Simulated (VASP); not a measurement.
# C18F in VASP: single point with PBEsol

Aim: the single point of C18F with PBEsol.

All numbers are computed with VASP 6.6.1; they aren't measurements. Logs are shortened: lines on timing, memory, paths and dates and some standing lists are left out, and cuts for length are marked.

### Step 1. The cell of the first run

The cell holds a slab with vacuum, 19 atoms: a = 7.398 Å, b = 7.398 Å, c = 13.000 Å, α = 90.00°, β = 90.00°, γ = 120.00°.

### Step 2. Single point, PBEsol, collinear spin, zero start

File INCAR:

```
PREC = Accurate ; ENCUT = 520
EDIFF = 1E-7 ; ISMEAR = -1
SIGMA = 0.05 ; LREAL = Auto
LASPH = T ; NELM = 150
ALGO = Normal ; ISIF = 2
LWAVE = F ; LCHARG = F
ISPIN = 2 ; MAGMOM = 0 0 0 0 0 0 0 0 0 0 0 0 0 0 0 0 0 0 0
LORBIT = 11 ; GGA = PS
NBANDS = 58
```

File KPOINTS:

```
Automatic mesh
0
Gamma
  2 2 1
```

File POSCAR:

```
C18F
1.0
    7.3980000000      0.0000000000      0.0000000000
   -3.6990000000      6.4068560000      0.0000000000
    0.0000000000      0.0000000000     13.0000000000
C F
18 1
Direct
   -0.0036363127      0.0017919866      0.0718345385
    0.2189867081      0.1134954492      0.0685588462
   -0.0033008122      0.3357838853      0.0727861538
    0.2184072133      0.4466365406      0.0730560769
   -0.0036358418      0.6694366160      0.0718659231
    0.2189866067      0.7803657519      0.0685298462
    0.3300279579      0.0024544020      0.0682371538
    0.5521150223      0.1134949810      0.0685294615
    0.3306912593      0.3361205559      0.0718307692
    0.5511803602      0.4447432563      0.0769831538
    0.3306913726      0.6694370843      0.0717573846
    0.5511922483      0.7812896060      0.0768626154
    0.6630439951      0.0017898014      0.0717576923
    0.8858470411      0.1140760773      0.0730583077
    0.6630448990      0.3361189950      0.0718634615
    0.8858505386      0.4466329507      0.0730948462
    0.6633656617      0.6691160220      0.1030600769
    0.8877405090      0.7813017805      0.0769863077
    0.6632700656      0.6692043648      0.2201170000
```

Potentials or basis: VASP PAW PBE potentials, release 64 (C, F).

On the command line:

```console
$ cat potpaw_PBE.64/C/POTCAR potpaw_PBE.64/F/POTCAR > POTCAR
$ mpirun -np 1 vasp_std > vasp.out
```

OUTCAR:

```text
PREC = Accurate
   ENCUT = 520
   EDIFF = 1E-7
   ISMEAR = -1
   LREAL = Auto
   LASPH = T
   NELM = 150
   ISIF = 2
   ISPIN = 2
   LORBIT = 11
   GGA = PS

 ion  position               nearest neighbor table
   1  0.996  0.002  0.072-  18 1.41   2 1.43  14 1.43
   2  0.219  0.113  0.069-   7 1.42   1 1.43   9 1.43
   3  0.997  0.336  0.073-  16 1.42  14 1.42   4 1.42
   4  0.218  0.447  0.073-   3 1.42   9 1.43  11 1.43
   5  0.996  0.669  0.072-  18 1.41   6 1.43  16 1.43
   6  0.219  0.780  0.069-   7 1.42   5 1.43  11 1.43
[... 8 lines left out ...]
  15  0.663  0.336  0.072-  10 1.41   8 1.43  16 1.43
  16  0.886  0.447  0.073-   3 1.42   5 1.43  15 1.43
  17  0.663  0.669  0.103-  10 1.48  18 1.48  12 1.48  19 1.52
  18  0.888  0.781  0.077-   5 1.41   1 1.41  17 1.48
  19  0.663  0.669  0.220-  17 1.52

  LATTYP: Found a hexagonal cell.
 ALAT       =     7.3980000000
 C/A-ratio  =     1.7572316842

  Lattice vectors:

 A1 = (   7.3980000000,   0.0000000000,   0.0000000000)
 A2 = (  -3.6990000000,   6.4068560000,   0.0000000000)
 A3 = (   0.0000000000,   0.0000000000,  13.0000000000)

Analysis of symmetry for initial positions (statically):
=====================================================================
 Subroutine PRICEL returns:
 Original cell was already a primitive cell.

 Routine SETGRP: Setting up the symmetry group for a
 hexagonal supercell.

 Subroutine GETGRP returns: Found  2 space group operations
 (whereof  1 operations were pure point group operations)
 out of a pool of 24 trial point group operations.

The static configuration has the point symmetry C_1 .
 The point group associated with its full space group is C_1h.

Analysis of symmetry for dynamics (positions and initial velocities):
=====================================================================
 Subroutine PRICEL returns:
 Original cell was already a primitive cell.

 Routine SETGRP: Setting up the symmetry group for a
 hexagonal supercell.

 Subroutine GETGRP returns: Found  2 space group operations
 (whereof  1 operations were pure point group operations)
 out of a pool of 24 trial point group operations.

The dynamic configuration has the point symmetry C_1 .
 The point group associated with its full space group is C_1h.

Analysis of structural, dynamic, and magnetic symmetry:
=====================================================================
 Subroutine PRICEL returns:
 Original cell was already a primitive cell.

 Routine SETGRP: Setting up the symmetry group for a
 hexagonal supercell.

 Subroutine GETGRP returns: Found  2 space group operations
 (whereof  1 operations were pure point group operations)
 out of a pool of 24 trial point group operations.

The overall configuration has the point symmetry C_1 .
 The point group associated with its full space group is C_1h.

 Subroutine INISYM returns: Found  2 space group operations
 (whereof  1 operations are pure point group operations),
 and found     1 'primitive' translations

----------------------------------------------------------------------------------------

                                     Primitive cell

  volume of cell :     616.1730

  direct lattice vectors                    reciprocal lattice vectors
     7.398000000  0.000000000  0.000000000     0.135171668  0.078041398  0.000000000
    -3.699000000  6.406856000  0.000000000     0.000000000  0.156082796  0.000000000
     0.000000000  0.000000000 13.000000000     0.000000000  0.000000000  0.076923077

  length of vectors
     7.398000000  7.398000054 13.000000000     0.156082797  0.156082796  0.076923077

  position of ions in fractional coordinates (direct lattice)
     0.996363687  0.001791987  0.071834538
     0.218986708  0.113495449  0.068558846
     0.996699188  0.335783885  0.072786154
     0.218407213  0.446636541  0.073056077
     0.996364158  0.669436616  0.071865923
     0.218986607  0.780365752  0.068529846
[... 11 lines left out ...]
     0.887740509  0.781301781  0.076986308
     0.663270066  0.669204365  0.220117000

  ion indices of the primitive-cell ions
   primitive index   ion index
                 1           1
                 2           2
                 3           3
                 4           4
                 5           5
                 6           6
[... 11 lines left out ...]
                18          18
                19          19

----------------------------------------------------------------------------------------

 KPOINTS: Automatic mesh

Automatic generation of k-mesh.
 Grid dimensions read from file:
 generate k-points for:    2    2    1

 Generating k-lattice:

  Cartesian coordinates                     Fractional coordinates (reciprocal lattice)
     0.067585834  0.039020699  0.000000000     0.500000000 -0.000000000  0.000000000
     0.000000000  0.078041398  0.000000000     0.000000000  0.500000000  0.000000000
     0.000000000  0.000000000  0.076923077     0.000000000  0.000000000  1.000000000

  Length of vectors
     0.078041399  0.078041398  0.076923077

  Shift w.r.t. Gamma in fractional coordinates (k-lattice)
     0.000000000  0.000000000  0.000000000

 Subroutine IBZKPT returns following result:
 ===========================================

 Found      3 irreducible k-points:

 Following reciprocal coordinates:
            Coordinates               Weight
  0.000000  0.000000  0.000000      1.000000
  0.500000  0.000000  0.000000      2.000000
  0.500000  0.500000  0.000000      1.000000
   k-points           NKPTS =      3   k-points in BZ     NKDIM =      3   number of bands    NBANDS=     58
   number of dos      NEDOS =    301   number of ions     NIONS =     19
   total plane-waves  NPLWV = 307328
   dimension x,y,z NGX =    56 NGY =   56 NGZ =   98
   dimension x,y,z NGXF=   112 NGYF=  112 NGZF=  196
   ions per type =              18   1
   NGX,Y,Z   is equivalent  to a cutoff of  12.58, 12.58, 12.53 a.u.
   NGXF,Y,Z  is equivalent  to a cutoff of  25.17, 25.17, 25.06 a.u.
 SYSTEM =  unknown system
   PREC   = accura    normal or accurate (medium, high low for compatibility)
   ISTART =      0    job   : 0-new  1-cont  2-samecut
   ICHARG =      2    charge: 1-file 2-atom 10-const
   ISPIN  =      2    spin polarized calculation?
   LNONCOLLINEAR =      F non collinear calculations
   LSORBIT =      F    spin-orbit coupling
   LASPH  =      T    aspherical Exc in radial PAW
   ENCUT  =  520.0 eV  38.22 Ry    6.18 a.u.  13.76 13.76 24.17*2*pi/ulx,y,z
   NELM   =    150;   NELMIN=  2; NELMDL= -5     # of ELM steps
   EDIFF  = 0.1E-06   stopping-criterion for ELM
   LREAL  =      T    real-space projection
   EDIFFG = 0.1E-05   stopping-criterion for IOM
   NSW    =      0    number of steps for IOM
   IBRION =     -1    ionic relax: 0-MD 1-quasi-New 2-CG
   NFREE  =      0    steps in history (QN), initial steepest desc. (CG)
   ISIF   =      2    stress and relaxation
   ISYM   =      2    0-nonsym 1-usesym 2-fastsym
   POTIM  = 0.5000    time-step for ionic-motion
   TEBEG  =    0.0;   TEEND  =   0.0 temperature during run
   PSTRESS=    0.0 pullay stress
   NELECT =      79.0000    total number of electrons
   NUPDOWN=      -1.0000    fix difference up-down
   EMIN   =  10.00;   EMAX   =-10.00  energy-range for DOS
   EFERMI =   0.00;   METHOD = LEGACY
   ISMEAR =    -1;   SIGMA  =   0.05  broadening in eV -4-tet -1-fermi 0-gaus
   EFERMI_NEDOS =   21; number of points for ismear=-14 and -15
   IALGO  =     38    algorithm
   IMIX   =      4    mixing-type and parameters
     AMIX     =   0.40;   BMIX     =  1.00
     AMIX_MAG =   1.60;   BMIX_MAG =  1.00
  volume/ion in A,a.u.               =      32.43       218.85
  Fermi-wavevector in a.u.,A,eV,Ry     =   0.825499  1.559966  9.271661  0.681448
  Thomas-Fermi vector in A             =   1.937368
   LORBIT       =     11    0 simple, 1 ext, 2 COOP (PROOUT), +10 PAW based schemes
   GGA     = PS    functional components
   LHFCALC =     F    Hartree Fock is set to
   AEXX    =    0.0000 exact exchange contribution
   IVDW    =     0    specifies the selected vdW correction
   LEPSILON=     F    determine dielectric tensor
   LRPA    =     F    only Hartree local field effects (RPA)
 spin polarized calculation
  energy-cutoff  :      520.00
  volume of cell :      616.17
 maximum number of plane-waves:     16651
 NGX is ok and might be reduce to    56
   NGX = 27   NGY = 27   NGZ = 49

 number of electron      78.9999996 magnetization       0.0000000

 number of electron      78.9999996 magnetization      -0.0000000

 Free energy of the ion-electron system (eV)
  ---------------------------------------------------
  ext. energy  EPLUGINS =         0.00000000
  ---------------------------------------------------
  free energy    TOTEN  =      -176.20795228 eV

  energy without entropy =     -176.20698106  energy(sigma->0) =     -176.20746667

 E-fermi :  -2.6690     XC(G=0):  -3.4919

 val. band max:       -3.0231749235   @ k =   0.5000   0.5000   0.0000
 cond. band min:      -2.3641176267   @ k =   0.0000   0.0000   0.0000
 fundamental gap:      0.6590572968
 Fermi energy:        -2.6689708259

 spin component 1

 k-point     1 :       0.0000    0.0000    0.0000
  band No.  band energies     occupation
      1     -26.1358      1.00000
      2     -21.7636      1.00000
      3     -19.3045      1.00000
      4     -19.3042      1.00000
      5     -19.2934      1.00000
      6     -19.2163      1.00000
[... 43 lines left out ...]
     50       3.2084      0.00000
     51       4.1412      0.00000

 k-point     2 :       0.5000    0.0000    0.0000
  band No.  band energies     occupation
      1     -26.1352      1.00000
      2     -21.2176      1.00000
      3     -21.0336      1.00000
      4     -19.8987      1.00000
      5     -19.7672      1.00000
      6     -17.4139      1.00000
[... 43 lines left out ...]
     50       3.9636      0.00000
     51       4.0082      0.00000

 k-point     3 :       0.5000    0.5000    0.0000
  band No.  band energies     occupation
      1     -26.1352      1.00000
      2     -21.2174      1.00000
      3     -21.0339      1.00000
      4     -19.8988      1.00000
      5     -19.7671      1.00000
      6     -17.4139      1.00000
[... 43 lines left out ...]
     50       3.9644      0.00000
     51       4.0080      0.00000
 Fermi energy:        -2.6689708259

 spin component 2

 k-point     1 :       0.0000    0.0000    0.0000
  band No.  band energies     occupation
      1     -26.1358      1.00000
      2     -21.7636      1.00000
      3     -19.3045      1.00000
      4     -19.3042      1.00000
      5     -19.2934      1.00000
      6     -19.2163      1.00000
[... 43 lines left out ...]
     50       3.2081      0.00000
     51       4.1412      0.00000

 k-point     2 :       0.5000    0.0000    0.0000
  band No.  band energies     occupation
      1     -26.1352      1.00000
      2     -21.2176      1.00000
      3     -21.0336      1.00000
      4     -19.8987      1.00000
      5     -19.7672      1.00000
      6     -17.4139      1.00000
[... 43 lines left out ...]
     50       3.9636      0.00000
     51       4.0080      0.00000

 k-point     3 :       0.5000    0.5000    0.0000
  band No.  band energies     occupation
      1     -26.1352      1.00000
      2     -21.2174      1.00000
      3     -21.0339      1.00000
      4     -19.8988      1.00000
      5     -19.7671      1.00000
      6     -17.4139      1.00000
[... 43 lines left out ...]
     50       3.9644      0.00000
     51       4.0078      0.00000
 [bands above 51 left out]

------------------------ aborting loop because EDIFF is reached ----------------------------------------

  FORCE on cell =-STRESS in cart. coord.  units (eV):
  Direction    XX          YY          ZZ          XY          YZ          ZX
  --------------------------------------------------------------------------------------
  -------------------------------------------------------------------------------------
  Total       -3.2837365     -3.2729886      0.1686273      0.0093080      0.0010088     -0.0017472
  in kB       -8.5383950     -8.5104482      0.4384659      0.0242028      0.0026230     -0.0045431
  external PRESSURE =      -5.5367924 kB  Pullay stress =       0.0000000 kB

 VOLUME and BASIS-vectors are now :
 -----------------------------------------------------------------------------
  energy-cutoff  :      520.00
  volume of cell :      616.17
      direct lattice vectors                 reciprocal lattice vectors
     7.398000000  0.000000000  0.000000000     0.135171668  0.078041398  0.000000000
    -3.699000000  6.406856000  0.000000000     0.000000000  0.156082796  0.000000000
     0.000000000  0.000000000 13.000000000     0.000000000  0.000000000  0.076923077

 POSITION                                       TOTAL-FORCE (eV/Angst)
 -----------------------------------------------------------------------------------
      7.36447      0.01148      0.93385         0.000932     -0.003807     -0.003634
      1.20024      0.72715      0.89127         0.006358     -0.003671      0.006394
      6.13152      2.15132      0.94622        -0.001018      0.000587     -0.016972
     -0.03633      2.86154      0.94973        -0.002339     -0.000521      0.000202
      4.89486      4.28898      0.93426        -0.002446      0.002353     -0.007352
     -1.26651      4.99969      0.89089        -0.001313      0.005014      0.006737
[... 11 lines left out ...]
      3.67747      5.00569      1.00082         0.004785      0.000619     -0.019860
      2.43148      4.28750      2.86152        -0.001378      0.000796      0.205964
 -----------------------------------------------------------------------------------
    total drift:                               -0.047145     -0.098420      0.008894

  FREE ENERGIE OF THE ION-ELECTRON SYSTEM (eV)
  ---------------------------------------------------
  free  energy   TOTEN  =      -176.2079522791 eV

  energy  without entropy=     -176.2069810591  energy(sigma->0) =     -176.20746667

 total charge

# of ion       s       p       d       tot
------------------------------------------
    1        0.860   1.774   0.000   2.634
    2        0.860   1.770   0.000   2.631
    3        0.860   1.781   0.000   2.640
    4        0.856   1.785   0.000   2.640
    5        0.860   1.774   0.000   2.634
    6        0.860   1.770   0.000   2.630
[... 11 lines left out ...]
   18        0.857   1.774   0.000   2.632
   19        1.752   4.301   0.000   6.052
--------------------------------------------------
tot         17.178  36.172   0.000  53.349

 magnetization (x)

# of ion       s       p       d       tot
------------------------------------------
    1       -0.000  -0.000   0.000  -0.000
    2       -0.000  -0.000   0.000  -0.000
    3       -0.000  -0.000   0.000  -0.000
    4       -0.000  -0.000   0.000  -0.000
    5        0.000  -0.000   0.000  -0.000
    6        0.000  -0.000   0.000  -0.000
[... 11 lines left out ...]
   18        0.000   0.000   0.000   0.000
   19        0.000   0.000   0.000   0.000
--------------------------------------------------
tot          0.000  -0.000   0.000  -0.000
```

Wall time 12 min (1 thread of Oxide Virtual Turin-like, shared host); peak memory 0.85 GiB.

What came out:

* Free energy: -176.2080 eV
* Largest force: 0.206 eV/Å
* Net moment: 0.00 μB per cell
* Valence electrons inside the program's atomic spheres: C 2.63, 2.64, 2.50 (each value once); F 6.05

Forces in eV/Å, atoms in the order of the input:
```
C    0.001 -0.004 -0.004
C    0.006 -0.004  0.006
C   -0.001  0.001 -0.017
C   -0.002 -0.001  0.000
C   -0.002  0.002 -0.007
C   -0.001  0.005  0.007
C    0.006 -0.003 -0.007
C   -0.005 -0.001  0.007
C    0.004  0.001 -0.004
C    0.002 -0.004 -0.020
C    0.003  0.004  0.001
C    0.000  0.000 -0.014
C   -0.002 -0.005  0.001
C   -0.001  0.002  0.000
C   -0.003  0.001 -0.007
C   -0.002  0.001  0.008
C   -0.005  0.003 -0.138
C    0.005  0.001 -0.020
F   -0.001  0.001  0.206
```

Levels at points of the mesh, in eV from the Fermi level:
Spin up:
```tsv
k point	band 38	band 39	band 40	band 41	band 42	band 43
(0.00, 0.00, 0.00)	-2.31	0.30	0.45	0.45	1.79	4.08
(0.50, 0.00, 0.00)	-2.14	-1.97	-0.35	2.17	2.79	2.89
(0.50, 0.50, 0.00)	-2.14	-1.97	-0.35	2.17	2.79	2.89
```
Spin down:
```
           k point  band 36  band 37  band 38  band 39  band 40  band 41  band 42  band 43  band 44  band 45
(0.00, 0.00, 0.00)    -2.49    -2.49    -2.31     0.30     0.45     0.45     1.79     4.08     5.14     5.14
(0.50, 0.00, 0.00)    -2.32    -2.23    -2.14    -1.97    -0.35     2.17     2.79     2.89     3.00     4.26
(0.50, 0.50, 0.00)    -2.32    -2.23    -2.14    -1.97    -0.35     2.17     2.79     2.89     3.00     4.26
```

Caveat: the k points lie up to 0.49 Å⁻¹ apart; there is no dipole correction, which matters where the two faces differ; no moment was typed at the start, so none could form; the PAW data sets were made with another functional, which shifts forces and pressure a little.
